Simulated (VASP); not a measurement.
# C in VASP: notebook

Aim: see how the results for C move with the level of theory and the settings. Levels: PBE, PBE+D4. Tasks: relaxation of cell and atoms.

Everything below comes from runs of VASP 6.6.1. Logs are shortened: lines on timing, memory, paths and dates and some standing lists are left out, and cuts for length are marked.

## (1) The cell of the first run

The cell holds a slab with vacuum, 2 atoms: a = 2.456 Å, b = 2.456 Å, c = 8.524 Å, α = 90.00°, β = 90.00°, γ = 120.00°.

## (2) Relaxation of cell and atoms, PBE

The input, INCAR:

```
PREC = Accurate
ENCUT = 600
EDIFF = 1E-7
ISMEAR = -1
SIGMA = 0.05
LREAL = F
LASPH = T
NELM = 80
ALGO = Normal
ISIF = 3
LWAVE = F
LCHARG = F
GGA = PE
IBRION = 2
NSW = 60
EDIFFG = -0.01
```

The input, KPOINTS:

```
Automatic mesh
0
Gamma
  12 12 3
```

The input, POSCAR:

```
C
1.0
    2.4561701622      0.0000000000      0.0000000000
   -1.2280850811      2.1271057565      0.0000000000
    0.0000000000      0.0000000000      8.5238033600
C
2
Direct
    0.6666666667      0.3333333333      0.0000000000
    0.3333333333      0.6666666667      0.0000000000
```

Potentials or basis: VASP PAW PBE potentials, release 64 (C).

The run is started by

```
$ cat potpaw_PBE.64/C/POTCAR > POTCAR
$ mpirun -np 1 vasp_std > vasp.out
```

OUTCAR:

```text
PREC = Accurate
   ENCUT = 600
   EDIFF = 1E-7
   ISMEAR = -1
   LREAL = F
   LASPH = T
   NELM = 80
   ISIF = 3
   GGA = PE
   IBRION = 2
   NSW = 60
   EDIFFG = -0.01

 ion  position               nearest neighbor table
   1  0.667  0.333  0.000-   2 1.42   2 1.42   2 1.42
   2  0.333  0.667  0.000-   1 1.42   1 1.42   1 1.42

  LATTYP: Found a hexagonal cell.
 ALAT       =     2.4561701622
 C/A-ratio  =     3.4703635323

  Lattice vectors:

 A1 = (   2.4561701622,   0.0000000000,   0.0000000000)
 A2 = (  -1.2280850811,   2.1271057565,   0.0000000000)
 A3 = (   0.0000000000,   0.0000000000,   8.5238033600)

Analysis of symmetry for initial positions (statically):
=====================================================================
 Subroutine PRICEL returns:
 Original cell was already a primitive cell.

 Routine SETGRP: Setting up the symmetry group for a
 hexagonal supercell.

 Subroutine GETGRP returns: Found 24 space group operations
 (whereof 24 operations were pure point group operations)
 out of a pool of 24 trial point group operations.

The static configuration has the point symmetry D_6h.

Analysis of symmetry for dynamics (positions and initial velocities):
=====================================================================
 Subroutine PRICEL returns:
 Original cell was already a primitive cell.

 Routine SETGRP: Setting up the symmetry group for a
 hexagonal supercell.

 Subroutine GETGRP returns: Found 24 space group operations
 (whereof 24 operations were pure point group operations)
 out of a pool of 24 trial point group operations.

The dynamic configuration has the point symmetry D_6h.

 Subroutine INISYM returns: Found 24 space group operations
 (whereof 24 operations are pure point group operations),
 and found     1 'primitive' translations

----------------------------------------------------------------------------------------

                                     Primitive cell

  volume of cell :      44.5329

  direct lattice vectors                    reciprocal lattice vectors
     2.456170162  0.000000000  0.000000000     0.407137916  0.235061185  0.000000000
    -1.228085081  2.127105756  0.000000000     0.000000000  0.470122370  0.000000000
     0.000000000  0.000000000  8.523803360     0.000000000  0.000000000  0.117318521

  length of vectors
     2.456170162  2.456170162  8.523803360     0.470122370  0.470122370  0.117318521

  position of ions in fractional coordinates (direct lattice)
     0.666666667  0.333333333  0.000000000
     0.333333333  0.666666667  0.000000000

  ion indices of the primitive-cell ions
   primitive index   ion index
                 1           1
                 2           2

----------------------------------------------------------------------------------------

 KPOINTS: Automatic mesh

Automatic generation of k-mesh.
 Grid dimensions read from file:
 generate k-points for:   12   12    3

 Generating k-lattice:

  Cartesian coordinates                     Fractional coordinates (reciprocal lattice)
     0.033928160  0.019588432  0.000000000     0.083333333 -0.000000000  0.000000000
     0.000000000  0.039176864  0.000000000     0.000000000  0.083333333  0.000000000
     0.000000000  0.000000000  0.039106174     0.000000000  0.000000000  0.333333333

  Length of vectors
     0.039176864  0.039176864  0.039106174

  Shift w.r.t. Gamma in fractional coordinates (k-lattice)
     0.000000000  0.000000000  0.000000000

 Subroutine IBZKPT returns following result:
 ===========================================

 Found     38 irreducible k-points:

 Following reciprocal coordinates:
            Coordinates               Weight
  0.000000  0.000000  0.000000      1.000000
  0.083333  0.000000  0.000000      6.000000
  0.166667 -0.000000  0.000000      6.000000
  0.250000 -0.000000  0.000000      6.000000
  0.333333 -0.000000  0.000000      6.000000
  0.416667  0.000000  0.000000      6.000000
[... 16 lines left out ...]
  0.250000 -0.000000  0.333333     12.000000
  0.333333 -0.000000  0.333333     12.000000
 [... further k-points ...]
   k-points           NKPTS =     38   k-points in BZ     NKDIM =     38   number of bands    NBANDS=      8
   number of dos      NEDOS =    301   number of ions     NIONS =      2
   total plane-waves  NPLWV =  28000
   dimension x,y,z NGX =    20 NGY =   20 NGZ =   70
   dimension x,y,z NGXF=    40 NGYF=   40 NGZF=  140
   ions per type =               2
   NGX,Y,Z   is equivalent  to a cutoff of  13.54, 13.54, 13.65 a.u.
   NGXF,Y,Z  is equivalent  to a cutoff of  27.07, 27.07, 27.31 a.u.
 SYSTEM =  unknown system
   PREC   = accura    normal or accurate (medium, high low for compatibility)
   ISTART =      0    job   : 0-new  1-cont  2-samecut
   ICHARG =      2    charge: 1-file 2-atom 10-const
   ISPIN  =      1    spin polarized calculation?
   LNONCOLLINEAR =      F non collinear calculations
   LSORBIT =      F    spin-orbit coupling
   LASPH  =      T    aspherical Exc in radial PAW
   ENCUT  =  600.0 eV  44.10 Ry    6.64 a.u.   4.91  4.91 17.02*2*pi/ulx,y,z
   NELM   =     80;   NELMIN=  2; NELMDL= -5     # of ELM steps
   EDIFF  = 0.1E-06   stopping-criterion for ELM
   LREAL  =      F    real-space projection
   EDIFFG = -.1E-01   stopping-criterion for IOM
   NSW    =     60    number of steps for IOM
   IBRION =      2    ionic relax: 0-MD 1-quasi-New 2-CG
   NFREE  =      1    steps in history (QN), initial steepest desc. (CG)
   ISIF   =      3    stress and relaxation
   ISYM   =      2    0-nonsym 1-usesym 2-fastsym
   POTIM  = 0.5000    time-step for ionic-motion
   TEBEG  =    0.0;   TEEND  =   0.0 temperature during run
   PSTRESS=    0.0 pullay stress
   NELECT =       8.0000    total number of electrons
   NUPDOWN=      -1.0000    fix difference up-down
   EMIN   =  10.00;   EMAX   =-10.00  energy-range for DOS
   EFERMI =   0.00;   METHOD = LEGACY
   ISMEAR =    -1;   SIGMA  =   0.05  broadening in eV -4-tet -1-fermi 0-gaus
   EFERMI_NEDOS =   21; number of points for ismear=-14 and -15
   IALGO  =     38    algorithm
   IMIX   =      4    mixing-type and parameters
     AMIX     =   0.40;   BMIX     =  1.00
     AMIX_MAG =   1.60;   BMIX_MAG =  1.00
  volume/ion in A,a.u.               =      22.27       150.26
  Fermi-wavevector in a.u.,A,eV,Ry     =   0.923729  1.745594 11.609511  0.853275
  Thomas-Fermi vector in A             =   2.049397
   LORBIT       =      0    0 simple, 1 ext, 2 COOP (PROOUT), +10 PAW based schemes
   GGA     = PE    functional components
   LHFCALC =     F    Hartree Fock is set to
   AEXX    =    0.0000 exact exchange contribution
   IVDW    =     0    specifies the selected vdW correction
   LEPSILON=     F    determine dielectric tensor
   LRPA    =     F    only Hartree local field effects (RPA)
 conjugate gradient relaxation of ions
 non-spin polarized calculation
  energy-cutoff  :      600.00
  volume of cell :       44.53
 maximum number of plane-waves:      1518
 NGX is ok and might be reduce to    20
   NGX =  9   NGY =  9   NGZ = 35

--------------------------------------- Ionic step        1  -------------------------------------------

 number of electron       7.9999999 magnetization

 Free energy of the ion-electron system (eV)
  ---------------------------------------------------
  ext. energy  EPLUGINS =         0.00000000
  ---------------------------------------------------
  free energy    TOTEN  =       -18.44760318 eV

  energy without entropy =      -18.44567777  energy(sigma->0) =      -18.44664047

------------------------ aborting loop because EDIFF is reached ----------------------------------------

  FORCE on cell =-STRESS in cart. coord.  units (eV):
  Direction    XX          YY          ZZ          XY          YZ          ZX
  --------------------------------------------------------------------------------------
  -------------------------------------------------------------------------------------
  Total        0.6055021      0.6055021     -0.0375813      0.0000000      0.0000000      0.0000000
  in kB       21.7843852     21.7843852     -1.3520755      0.0000000      0.0000000      0.0000000
  external PRESSURE =      14.0722316 kB  Pullay stress =       0.0000000 kB
[... 628 lines left out ...]
 k-point    24 :       0.3333   -0.0000    0.3333
  band No.  band energies     occupation
      1     -13.0929      2.00000
      2      -5.7945      2.00000
      3      -1.9514      2.00000
      4      -1.0540      2.00000
      5       8.5704      0.00000
      6      11.5830      0.00000
      7      13.5887      0.00000
      8      19.8849      0.00000

 [... further k-points ...]

[... ionic steps 4 to 20 ...]

--------------------------------------- Ionic step       21  -------------------------------------------

 number of electron       8.0000000 magnetization

------------------------ aborting loop because EDIFF is reached ----------------------------------------

  FORCE on cell =-STRESS in cart. coord.  units (eV):
  Direction    XX          YY          ZZ          XY          YZ          ZX
  --------------------------------------------------------------------------------------
  -------------------------------------------------------------------------------------
  Total       -0.1188874     -0.1188874     -0.0035145     -0.0000000      0.0000000     -0.0000000
  in kB       -8.1443012     -8.1443012     -0.2407588     -0.0000000      0.0000000     -0.0000000
  external PRESSURE =      -5.5097871 kB  Pullay stress =       0.0000000 kB
[... 57 lines left out ...]
  energy  without entropy=      -18.4641782971  energy(sigma->0) =      -18.46492031

--------------------------------------- Ionic step       23  -------------------------------------------

 number of electron       7.9999999 magnetization

 Free energy of the ion-electron system (eV)
  ---------------------------------------------------
  ext. energy  EPLUGINS =         0.00000000
  ---------------------------------------------------
  free energy    TOTEN  =       -18.46566232 eV

  energy without entropy =      -18.46417729  energy(sigma->0) =      -18.46491980

 E-fermi :   2.4745     XC(G=0):  -8.4444

 val. band max:        2.4343966585   @ k =   0.3333   0.3333   0.3333
 cond. band min:       2.5742979432   @ k =   0.3333   0.3333   0.0000
 fundamental gap:      0.1399012847
 Fermi energy:         2.4744567663

 k-point     1 :       0.0000    0.0000    0.0000
  band No.  band energies     occupation
      1     -17.0393      2.00000
      2      -4.9460      2.00000
      3      -0.5645      2.00000
      4      -0.5645      2.00000
      5       5.4608      0.00000
      6      10.7780      0.00000
      7      10.7780      0.00000
      8      17.7963      0.00000
[... 282 lines left out ...]
  FREE ENERGIE OF THE ION-ELECTRON SYSTEM (eV)
  ---------------------------------------------------
  free  energy   TOTEN  =       -18.4656623179 eV

  energy  without entropy=      -18.4641772886  energy(sigma->0) =      -18.46491980

 reached required accuracy - stopping structural energy minimisation
```

It took 2.3 min on 1 thread of Intel Xeon 6975P-C (Granite Rapids), shared host; peak memory 0.16 GiB.

What came out:

```yaml
Free_energy: -18.4657 eV
Relaxed_volume: 11.75 Å³/atom
Relaxed_cell: a = 2.467 Å, b = 2.467 Å, c = 4.458 Å, α = 90.00°, β = 90.00°, γ = 120.00°
Space_group_after_relaxing_to_0.05_Å: P6/mmm (No. 191)
Energy_gained_by_relaxing: 9.0 meV/atom
Ionic_steps: 23
Band_gap_on_the_k_mesh: zero (band 4 reaches 2.57 eV, above the bottom of band 5 at 2.43 eV)
```

Step by step:
```
step  energy change (eV)  largest force (eV/Å)  pressure (GPa)  volume (Å³)
   1              0.0000                0.0000            1.41        44.53
   2              0.0110                0.0000           -3.16        45.80
   3             -0.0027                0.0000           -0.06        44.92
   4             -0.0027                0.0000           -0.03        44.91
   5             -0.0027                0.0000           -0.03        44.88
   6             -0.0027                0.0000           -0.03        44.83
   7             -0.0028                0.0000           -0.03        44.73
   8             -0.0030                0.0000           -0.03        44.53
   9             -0.0033                0.0000           -0.03        44.14
  10             -0.0040                0.0000           -0.02        43.34
  11             -0.0056                0.0000           -0.01        41.75
  12             -0.0086                0.0000            0.05        38.58
  13             -0.0128                0.0000            0.23        32.24
  14             -0.0065                0.0000            1.32        19.58
  15             -0.0134                0.0000            0.26        31.29
  16             -0.0169                0.0000            0.51        25.43
  17             -0.0178                0.0000            0.73        22.51
  18             -0.0179                0.0000            0.63        23.67
  19             -0.0180                0.0000            0.43        23.62
  20             -0.0180                0.0000            0.10        23.54
  21             -0.0180                0.0000           -0.55        23.39
  22             -0.0181                0.0000           -0.10        23.49
  23             -0.0181                0.0000           -0.10        23.50
```

Final structure:
```
C
1.0
     2.46704    0.00000    0.00000
    -1.23352    2.13652    0.00000
     0.00000    0.00000    4.45777
C
2
Direct
  0.66667 0.33333 0.00000
  0.33333 0.66667 0.00000
```

Caveat: the volume moved by over 15 % at a fixed basis, so the end points are rough.

## (3) Relaxation of cell and atoms, PBE+D4

The input, INCAR:

```
SYSTEM = C
ALGO = Normal
EDIFF = 1E-7
EDIFFG = -0.01
ENCUT = 600
GGA = PE
IBRION = 2
ISIF = 3
ISMEAR = -1
IVDW = 13
LASPH = .TRUE.
LCHARG = .FALSE.
LREAL = .FALSE.
LWAVE = .FALSE.
NELM = 80
NSW = 60
PREC = Accurate
SIGMA = 0.05
```

The input, KPOINTS:

```
k-points
0
G
  12 12 3
  0 0 0
```

POSCAR is that of step 2.

Potentials or basis: VASP PAW PBE potentials, release 64 (C).

The run is started by

```
$ cat potpaw_PBE.64/C/POTCAR > POTCAR
$ mpirun -np 1 vasp_std > vasp.out
```

Wall time 2.8 min (1 thread of Intel Xeon 6975P-C (Granite Rapids), shared host); peak memory 0.16 GiB.

It converged, with:

| Item | Value |
| --- | --- |
| Free energy | -18.7684 eV |
| Relaxed volume | 9.30 Å³/atom |
| Relaxed cell | a = 2.460 Å, b = 2.460 Å, c = 3.547 Å, α = 90.00°, β = 90.00°, γ = 120.00° |
| Space group after relaxing (to 0.05 Å) | P6/mmm (No. 191) |
| Energy gained by relaxing | 51.9 meV/atom |
| Ionic steps | 26 |
| Band gap on the k mesh | zero (band 4 reaches 4.75 eV, above the bottom of band 5 at 4.02 eV) |
| Dispersion energy per atom | -0.165 eV |

The path:
```
step  energy change (eV)  largest force (eV/Å)  pressure (GPa)  volume (Å³)
   1              0.0000                0.0000            0.87        44.53
   2              0.0045                0.0000           -2.09        45.32
   3             -0.0011                0.0000           -0.06        44.77
   4             -0.0011                0.0000           -0.04        44.77
   5             -0.0011                0.0000           -0.04        44.73
   6             -0.0012                0.0000           -0.04        44.66
   7             -0.0013                0.0000           -0.04        44.51
   8             -0.0016                0.0000           -0.04        44.21
   9             -0.0022                0.0000           -0.03        43.62
  10             -0.0035                0.0000           -0.02        42.43
  11             -0.0063                0.0000            0.01        40.06
  12             -0.0123                0.0000            0.11        35.31
  13             -0.0403                0.0000            0.18        25.84
  14             13.5003                0.0000          578.43         6.96
  15             -0.0427                0.0000            0.17        25.46
  16             -0.0396                0.0000            2.93        16.20
  17             -0.0511                0.0000            0.13        24.30
  18             -0.0927                0.0000           -0.03        20.25
  19             -0.1030                0.0000            0.43        18.22
  20             -0.1034                0.0000            0.18        18.83
  21             -0.0107                0.0000          -18.59        19.38
  22             -0.1035                0.0000           -0.28        18.84
  23             -0.1034                0.0000            0.07        18.33
  24             -0.1038                0.0000           -0.13        18.60
  25             -0.0960                0.0000            6.06        18.33
  26             -0.1038                0.0000           -0.01        18.59
```

Final structure:
```yaml
crystal:
  lattice:
    - [2.46021, 0.00000, 0.00000]
    - [-1.23011, 2.13061, 0.00000]
    - [0.00000, 0.00000, 3.54659]
  atoms:
    - { symbol: C, position: [0.66667, 0.33333, 0.00000] }
    - { symbol: C, position: [0.33333, 0.66667, 0.00000] }
```

Levels at points of the mesh, in eV from the Fermi level:
```csv
k point,band 1,band 2,band 3,band 4,band 5,band 6,band 7,band 8
"(0.00, 0.00, 0.00)",-19.47,-6.69,-2.84,-2.84,4.04,8.53,8.53,12.72
"(0.50, 0.00, 0.00)",-14.17,-13.14,-6.25,-1.65,2.57,7.50,11.16,11.45
```

Caveat: the volume moved by over 15 % at a fixed basis, so the end points are rough.
